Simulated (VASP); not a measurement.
# WC (P-6m2) in VASP: further runs

Runs on WC. Level: LDA. Tasks: single point.

Program: VASP 6.6.1. These are calculated values, not measurements. Logs are shortened: lines on timing, memory, paths and dates and some standing lists are left out, and cuts for length are marked.

**1. The cell of the first run**

The structure is hexagonal, space group P-6m2 (No. 187). Conventional cell: a = 3.059 Å, b = 3.059 Å, c = 2.620 Å, α = 90.00°, β = 90.00°, γ = 120.00°. Within 2.9 Å of W (site symmetry -6m2) lie 6 C at 2.20 Å and 2 W at 2.62 Å. C (site symmetry -6m2) has 6 W at 2.20 Å and 2 C at 2.62 Å within 2.9 Å.

**2. Single point, LDA**

The input, INCAR:

```
SYSTEM = WC
ALGO = Normal
EDIFF = 1E-6
ENCUT = 520
ISIF = 2
ISMEAR = 0
LASPH = .TRUE.
LCHARG = .FALSE.
LREAL = .FALSE.
LWAVE = .FALSE.
NBANDS = 16
NELM = 60
PREC = Accurate
SIGMA = 0.1
```

The input, KPOINTS:

```
k-points
0
G
  12 12 13
  0 0 0
```

The input, POSCAR:

```
WC
1.0
    3.0592956230      0.0000000000      0.0000000000
   -1.5296478115      2.6494277272      0.0000000000
    0.0000000000      0.0000000000      2.6198742891
W C
1 1
Direct
    0.0000000000      0.0000000000      0.0000000000
    0.3333333333      0.6666666667      0.5000000000
```

Potentials or basis: VASP PAW LDA potentials, release 64 (W_sv, C).

Launch:

```
> cat potpaw_LDA.64/W_sv/POTCAR potpaw_LDA.64/C/POTCAR > POTCAR
> mpirun -np 1 vasp_std > vasp.out
```

OUTCAR:

```text
SYSTEM = WC
   EDIFF = 1E-6
   ENCUT = 520
   ISIF = 2
   ISMEAR = 0
   LASPH = .TRUE.
   LREAL = .FALSE.
   NELM = 60
   PREC = Accurate

 ion  position               nearest neighbor table
   1  0.000  0.000  0.000-   2 2.20   2 2.20   2 2.20   2 2.20   2 2.20   2 2.20
   2  0.333  0.667  0.500-   1 2.20   1 2.20   1 2.20   1 2.20   1 2.20   1 2.20

  LATTYP: Found a hexagonal cell.
 ALAT       =     3.0592956230
 C/A-ratio  =     0.8563651938

  Lattice vectors:

 A1 = (   3.0592956230,   0.0000000000,   0.0000000000)
 A2 = (  -1.5296478115,   2.6494277272,   0.0000000000)
 A3 = (   0.0000000000,   0.0000000000,   2.6198742891)

Analysis of symmetry for initial positions (statically):
=====================================================================
 Subroutine PRICEL returns:
 Original cell was already a primitive cell.

 Routine SETGRP: Setting up the symmetry group for a
 hexagonal supercell.

 Subroutine GETGRP returns: Found 12 space group operations
 (whereof 12 operations were pure point group operations)
 out of a pool of 24 trial point group operations.

The static configuration has the point symmetry D_3h.

Analysis of symmetry for dynamics (positions and initial velocities):
=====================================================================
 Subroutine PRICEL returns:
 Original cell was already a primitive cell.

 Routine SETGRP: Setting up the symmetry group for a
 hexagonal supercell.

 Subroutine GETGRP returns: Found 12 space group operations
 (whereof 12 operations were pure point group operations)
 out of a pool of 24 trial point group operations.

The dynamic configuration has the point symmetry D_3h.

 Subroutine INISYM returns: Found 12 space group operations
 (whereof 12 operations are pure point group operations),
 and found     1 'primitive' translations

----------------------------------------------------------------------------------------

                                     Primitive cell

  volume of cell :      21.2351

  direct lattice vectors                    reciprocal lattice vectors
     3.059295623  0.000000000  0.000000000     0.326872628  0.188720000  0.000000000
    -1.529647812  2.649427727  0.000000000     0.000000000  0.377439999  0.000000000
     0.000000000  0.000000000  2.619874289     0.000000000  0.000000000  0.381697704

  length of vectors
     3.059295623  3.059295623  2.619874289     0.377439999  0.377439999  0.381697704

  position of ions in fractional coordinates (direct lattice)
     0.000000000  0.000000000  0.000000000
     0.333333333  0.666666667  0.500000000

  ion indices of the primitive-cell ions
   primitive index   ion index
                 1           1
                 2           2

----------------------------------------------------------------------------------------

 KPOINTS: k-points

Automatic generation of k-mesh.
 Grid dimensions read from file:
 generate k-points for:   12   12   13

 Generating k-lattice:

  Cartesian coordinates                     Fractional coordinates (reciprocal lattice)
     0.027239386  0.015726667  0.000000000     0.083333333 -0.000000000  0.000000000
     0.000000000  0.031453333  0.000000000     0.000000000  0.083333333  0.000000000
     0.000000000  0.000000000  0.029361362     0.000000000  0.000000000  0.076923077

  Length of vectors
     0.031453333  0.031453333  0.029361362

  Shift w.r.t. Gamma in fractional coordinates (k-lattice)
     0.000000000  0.000000000  0.000000000

 Subroutine IBZKPT returns following result:
 ===========================================

 Found    133 irreducible k-points:

 Following reciprocal coordinates:
            Coordinates               Weight
  0.000000  0.000000  0.000000      1.000000
  0.083333 -0.000000  0.000000      6.000000
  0.166667  0.000000  0.000000      6.000000
  0.250000  0.000000  0.000000      6.000000
  0.333333 -0.000000  0.000000      6.000000
  0.416667 -0.000000  0.000000      6.000000
[... 16 lines left out ...]
  0.250000  0.000000  0.076923     12.000000
  0.333333 -0.000000  0.076923     12.000000
 [... further k-points ...]
   k-points           NKPTS =    133   k-points in BZ     NKDIM =    133   number of bands    NBANDS=     16
   number of dos      NEDOS =    301   number of ions     NIONS =      2
   total plane-waves  NPLWV =  11520
   dimension x,y,z NGX =    24 NGY =   24 NGZ =   20
   dimension x,y,z NGXF=    48 NGYF=   48 NGZF=   40
   ions per type =               1   1
   NGX,Y,Z   is equivalent  to a cutoff of  13.04, 13.04, 12.69 a.u.
   NGXF,Y,Z  is equivalent  to a cutoff of  26.08, 26.08, 25.38 a.u.
 SYSTEM =  WC
   PREC   = accura    normal or accurate (medium, high low for compatibility)
   ISTART =      0    job   : 0-new  1-cont  2-samecut
   ICHARG =      2    charge: 1-file 2-atom 10-const
   ISPIN  =      1    spin polarized calculation?
   LNONCOLLINEAR =      F non collinear calculations
   LSORBIT =      F    spin-orbit coupling
   LASPH  =      T    aspherical Exc in radial PAW
   ENCUT  =  520.0 eV  38.22 Ry    6.18 a.u.   5.69  5.69  4.87*2*pi/ulx,y,z
   NELM   =     60;   NELMIN=  2; NELMDL= -5     # of ELM steps
   EDIFF  = 0.1E-05   stopping-criterion for ELM
   LREAL  =      F    real-space projection
   EDIFFG = 0.1E-04   stopping-criterion for IOM
   NSW    =      0    number of steps for IOM
   IBRION =     -1    ionic relax: 0-MD 1-quasi-New 2-CG
   NFREE  =      0    steps in history (QN), initial steepest desc. (CG)
   ISIF   =      2    stress and relaxation
   ISYM   =      2    0-nonsym 1-usesym 2-fastsym
   POTIM  = 0.5000    time-step for ionic-motion
   TEBEG  =    0.0;   TEEND  =   0.0 temperature during run
   PSTRESS=    0.0 pullay stress
   NELECT =      18.0000    total number of electrons
   NUPDOWN=      -1.0000    fix difference up-down
   EMIN   =  10.00;   EMAX   =-10.00  energy-range for DOS
   EFERMI =   0.00;   METHOD = LEGACY
   ISMEAR =     0;   SIGMA  =   0.10  broadening in eV -4-tet -1-fermi 0-gaus
   EFERMI_NEDOS =   21; number of points for ismear=-14 and -15
   IALGO  =     38    algorithm
   IMIX   =      4    mixing-type and parameters
     AMIX     =   0.40;   BMIX     =  1.00
     AMIX_MAG =   1.60;   BMIX_MAG =  1.00
  volume/ion in A,a.u.               =      10.62        71.65
  Fermi-wavevector in a.u.,A,eV,Ry     =   1.549343  2.927834 32.660307  2.400465
  Thomas-Fermi vector in A             =   2.654164
   LORBIT       =      0    0 simple, 1 ext, 2 COOP (PROOUT), +10 PAW based schemes
   GGA     = CA    functional components
   LHFCALC =     F    Hartree Fock is set to
   AEXX    =    0.0000 exact exchange contribution
   IVDW    =     0    specifies the selected vdW correction
   LEPSILON=     F    determine dielectric tensor
   LRPA    =     F    only Hartree local field effects (RPA)
 non-spin polarized calculation
 Gauss-broadening in eV      SIGMA  =   0.10
  energy-cutoff  :      520.00
  volume of cell :       21.24
 maximum number of plane-waves:       592
 NGX is ok and might be reduce to    24
   NGX = 11   NGY = 11   NGZ =  9

 number of electron      18.0000001 magnetization

 Free energy of the ion-electron system (eV)
  ---------------------------------------------------
  ext. energy  EPLUGINS =         0.00000000
  ---------------------------------------------------
  free energy    TOTEN  =       -24.16205309 eV

  energy without entropy =      -24.15892246  energy(sigma->0) =      -24.16048777

 E-fermi :  10.7968     XC(G=0): -13.8117

 val. band max:       10.7950690298   @ k =   0.5000   0.0000   0.3077
 cond. band min:      10.8211250080   @ k =   0.4167   0.0833   0.3846
 fundamental gap:      0.0260559782
 Fermi energy:        10.7967799283

 k-point     1 :       0.0000    0.0000    0.0000
  band No.  band energies     occupation
      1     -62.8579      2.00000
      2     -27.1694      2.00000
      3     -27.1694      2.00000
      4     -26.7293      2.00000
      5      -3.5014      2.00000
      6       6.3757      2.00000
[... 8 lines left out ...]
     15      25.9372      0.00000
     16      26.4228      0.00000

 k-point     2 :       0.0833   -0.0000    0.0000
  band No.  band energies     occupation
      1     -62.8559      2.00000
      2     -27.2067      2.00000
      3     -27.1780      2.00000
      4     -26.7253      2.00000
      5      -3.3392      2.00000
      6       6.0697      2.00000
[... 8 lines left out ...]
     15      25.1675      0.00000
     16      26.7476      0.00000

 k-point     3 :       0.1667    0.0000    0.0000
  band No.  band energies     occupation
      1     -62.8502      2.00000
      2     -27.3076      2.00000
      3     -27.2014      2.00000
      4     -26.7146      2.00000
      5      -2.8809      2.00000
      6       5.4282      2.00000
[... 8 lines left out ...]
     15      24.6621      0.00000
     16      27.6288      0.00000

 k-point     4 :       0.2500    0.0000    0.0000
  band No.  band energies     occupation
      1     -62.8424      2.00000
      2     -27.4428      2.00000
      3     -27.2333      2.00000
      4     -26.6998      2.00000
      5      -2.2110      2.00000
      6       4.7175      2.00000
[... 8 lines left out ...]
     15      24.6153      0.00000
     16      28.2230      0.00000

 k-point     5 :       0.3333   -0.0000    0.0000
  band No.  band energies     occupation
      1     -62.8346      2.00000
      2     -27.5750      2.00000
      3     -27.2649      2.00000
      4     -26.6850      2.00000
      5      -1.4717      2.00000
      6       4.1220      2.00000
[... 8 lines left out ...]
     15      24.9269      0.00000
     16      26.5775      0.00000

 k-point     6 :       0.4167   -0.0000    0.0000
  band No.  band energies     occupation
      1     -62.8289      2.00000
      2     -27.6701      2.00000
      3     -27.2879      2.00000
      4     -26.6741      2.00000
      5      -0.8668      2.00000
      6       3.7384      2.00000
[... 8 lines left out ...]
     15      24.0597      0.00000
     16      26.7501      0.00000

 k-point     7 :       0.5000    0.0000    0.0000
  band No.  band energies     occupation
      1     -62.8268      2.00000
      2     -27.7046      2.00000
      3     -27.2964      2.00000
      4     -26.6701      2.00000
      5      -0.6269      2.00000
      6       3.6075      2.00000
[... 8 lines left out ...]
     15      23.3435      0.00000
     16      27.2920      0.00000

 k-point     8 :       0.0833    0.0833    0.0000
  band No.  band energies     occupation
      1     -62.8520      2.00000
      2     -27.2739      2.00000
      3     -27.1959      2.00000
      4     -26.7180      2.00000
      5      -3.0285      2.00000
      6       5.6205      2.00000
[... 8 lines left out ...]
     15      24.7685      0.00000
     16      27.2933      0.00000

 k-point     9 :       0.1667    0.0833    0.0000
  band No.  band energies     occupation
      1     -62.8452      2.00000
      2     -27.3871      2.00000
      3     -27.2284      2.00000
      4     -26.7052      2.00000
      5      -2.4608      2.00000
      6       4.9753      2.00000
[... 8 lines left out ...]
     15      24.6015      0.00000
     16      28.0876      0.00000
[... 172 lines left out ...]
 k-point    19 :       0.3333    0.3333    0.0000
  band No.  band energies     occupation
      1     -62.8228      2.00000
      2     -27.5689      2.00000
      3     -27.5203      2.00000
      4     -26.6627      2.00000
      5      -0.0177      2.00000
      6       3.9199      2.00000
[... 8 lines left out ...]
     15      25.1405      0.00000
     16      25.8108      0.00000

 k-point    20 :       0.0000    0.0000    0.0769
  band No.  band energies     occupation
      1     -62.8517      2.00000
      2     -27.1606      2.00000
      3     -27.1606      2.00000
      4     -26.8182      2.00000
      5      -3.3358      2.00000
      6       6.4898      2.00000
[... 8 lines left out ...]
     15      26.3252      0.00000
     16      26.5173      0.00000

 k-point    21 :       0.0833   -0.0000    0.0769
  band No.  band energies     occupation
      1     -62.8497      2.00000
      2     -27.1978      2.00000
      3     -27.1691      2.00000
      4     -26.8139      2.00000
      5      -3.1773      2.00000
      6       6.1891      2.00000
[... 8 lines left out ...]
     15      25.2494      0.00000
     16      26.8054      0.00000

 k-point    22 :       0.1667    0.0000    0.0769
  band No.  band energies     occupation
      1     -62.8440      2.00000
      2     -27.2981      2.00000
      3     -27.1924      2.00000
      4     -26.8024      2.00000
      5      -2.7305      2.00000
      6       5.5479      2.00000
[... 8 lines left out ...]
     15      24.5528      0.00000
     16      27.6088      0.00000

 k-point    23 :       0.2500    0.0000    0.0769
  band No.  band energies     occupation
      1     -62.8362      2.00000
      2     -27.4324      2.00000
      3     -27.2241      2.00000
      4     -26.7867      2.00000
      5      -2.0804      2.00000
      6       4.8309      2.00000
[... 8 lines left out ...]
     15      24.3941      0.00000
     16      28.1878      0.00000

 k-point    24 :       0.3333   -0.0000    0.0769
  band No.  band energies     occupation
      1     -62.8284      2.00000
      2     -27.5638      2.00000
      3     -27.2555      2.00000
      4     -26.7709      2.00000
      5      -1.3679      2.00000
      6       4.2235      2.00000
[... 8 lines left out ...]
     15      24.6389      0.00000
     16      26.6937      0.00000

 [... further k-points ...]
[... 5 lines left out ...]
  --------------------------------------------------------------------------------------
  -------------------------------------------------------------------------------------
  Total       -4.6862735     -4.6862735      7.2803964      0.0000000     -0.0000000      0.0000000
  in kB     -353.5771907   -353.5771907    549.3025753      0.0000000     -0.0000000      0.0000000
  external PRESSURE =     -52.6172687 kB  Pullay stress =       0.0000000 kB

 VOLUME and BASIS-vectors are now :
 -----------------------------------------------------------------------------
  energy-cutoff  :      520.00
  volume of cell :       21.24
      direct lattice vectors                 reciprocal lattice vectors
     3.059295623  0.000000000  0.000000000     0.326872628  0.188720000  0.000000000
    -1.529647812  2.649427727  0.000000000     0.000000000  0.377439999  0.000000000
     0.000000000  0.000000000  2.619874289     0.000000000  0.000000000  0.381697704

 POSITION                                       TOTAL-FORCE (eV/Angst)
 -----------------------------------------------------------------------------------
      0.00000      0.00000      0.00000         0.000000      0.000000      0.000000
     -0.00000      1.76629      1.30994        -0.000000      0.000000      0.000000
 -----------------------------------------------------------------------------------
    total drift:                               -0.000000      0.000000     -0.000000

  FREE ENERGIE OF THE ION-ELECTRON SYSTEM (eV)
  ---------------------------------------------------
  free  energy   TOTEN  =       -24.1620530855 eV

  energy  without entropy=      -24.1589224581  energy(sigma->0) =      -24.16048777
```

Wall time 72 s (1 thread of AMD EPYC 7R13 (Zen 3), shared host); peak memory 0.13 GiB.

What came out:

- Free energy: -24.1621 eV
- Pressure: -5.3 GPa
- Band gap on the k mesh: zero (band 9 reaches 12.20 eV, above the bottom of band 10 at 10.10 eV)

Stress tensor (GPa, compression positive):
```
-35.36   0.00   0.00
  0.00 -35.36   0.00
  0.00   0.00  54.93
```

Levels at points of the mesh, in eV from the Fermi level:
```tsv
k point	band 6	band 7	band 8	band 9	band 10	band 11	band 12	band 13
(0.00, 0.00, 0.00)	-4.42	-4.25	-4.25	1.40	3.48	3.48	5.13	5.86
(0.50, 0.00, 0.00)	-7.19	-3.78	-1.99	-1.37	2.88	3.11	3.47	7.24
```

Caveat: spin-orbit coupling is left out, which moves the levels of the heavy elements.

**3. Single point, LDA**

This run uses another cell than the first one, of 11.16 Å³/atom, 1.051 times its volume.

The input, INCAR:

```
SYSTEM = WC
  PREC = Accurate
  ENCUT = 520
  EDIFF = 1E-6
  ISMEAR = 0
  SIGMA = 0.1
  LREAL = .FALSE.
  LASPH = .TRUE.
  NELM = 80
  ALGO = Normal
  ISIF = 2
  LWAVE = .FALSE.
  LCHARG = .FALSE.
  GGA = CA
  NBANDS = 16
```

The input, KPOINTS:

```
Automatic mesh
0
G
  12 12 13
  0 0 0
```

POSCAR: that of step 2 with these lines changed.

```diff
@@ -4,3 +4,3 @@
    -1.5296478115      2.6494277272      0.0000000000
-    0.0000000000      0.0000000000      2.6198742891
+    0.0000000000      0.0000000000      2.7542797939
 W C
```

Potentials or basis: VASP PAW LDA potentials, release 64 (W_sv, C).

Launch:

```
> cat potpaw_LDA.64/W_sv/POTCAR potpaw_LDA.64/C/POTCAR > POTCAR
> mpirun -np 1 vasp_std > vasp.out
```

Wall time 60 s (1 thread of AMD EPYC 7R13 (Zen 3), shared host); peak memory 0.13 GiB.

The run converged. Its results:

```yaml
Free_energy: -24.3492 eV
Pressure: -27.0 GPa
Band_gap_on_the_k_mesh: zero (band 9 reaches 10.88 eV, above the bottom of band 10 at 9.50 eV)
```

Stress tensor (GPa, compression positive):
```
-41.72   0.00   0.00
  0.00 -41.72   0.00
  0.00   0.00   2.39
```

Levels at points of the mesh, in eV from the Fermi level:
| k point | band 5 | band 6 | band 7 | band 8 | band 9 | band 10 | band 11 | band 12 | band 13 | band 14 |
| --- | --- | --- | --- | --- | --- | --- | --- | --- | --- | --- |
| (0.00, 0.00, 0.00) | -13.81 | -3.96 | -3.61 | -3.61 | 0.87 | 3.06 | 3.06 | 5.33 | 5.46 | 5.46 |
| (0.50, 0.00, 0.00) | -10.92 | -6.80 | -3.36 | -2.44 | -0.94 | 2.43 | 3.52 | 3.59 | 6.72 | 9.96 |

Caveat: spin-orbit coupling is left out, which moves the levels of the heavy elements.
